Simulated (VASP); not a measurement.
Runs of VASP 6.6.1 on Co. The structure is that of space group P6_3/mmc (No. 194), or close to it. The cells are those of the table. 

```tsv
cell	gap on the mesh (eV)	pressure (GPa)	moment (μB)
a = 2.462, b = 2.462, c = 4.001 Å, angles 90.0, 90.0, 120.0°, 2 atoms	none	2.9	3.49
a = 2.457, b = 2.457, c = 3.986 Å, angles 90.0, 90.0, 120.0°, 2 atoms	none	(b)	(a)
a = 2.504, b = 2.504, c = 4.073 Å, angles 90.0, 90.0, 120.0°, 2 atoms	none	-8.4	3.54
a = 2.492, b = 2.492, c = 4.049 Å, angles 90.0, 90.0, 120.0°, 2 atoms	none	(c)	3.52
```

Alike in all rows: task single point; level r2SCAN; potentials or basis VASP PAW PBE potentials, release 64 (Co); spin collinear, ferromagnetic start; k mesh 20 × 20 × 12; cutoff (eV) 520; smearing gaussian 0.05 eV.

Estimate the missing entries.

(a) 3.48; (b) 4.8; (c) -5.3.

Caveats: the PAW data sets were made with another functional, which shifts forces and pressure a little; the cell stands under tension (at least some runs); the cell stands under pressure (at least some runs).

A gap of «none» marks levels without a gap at the run's occupations.
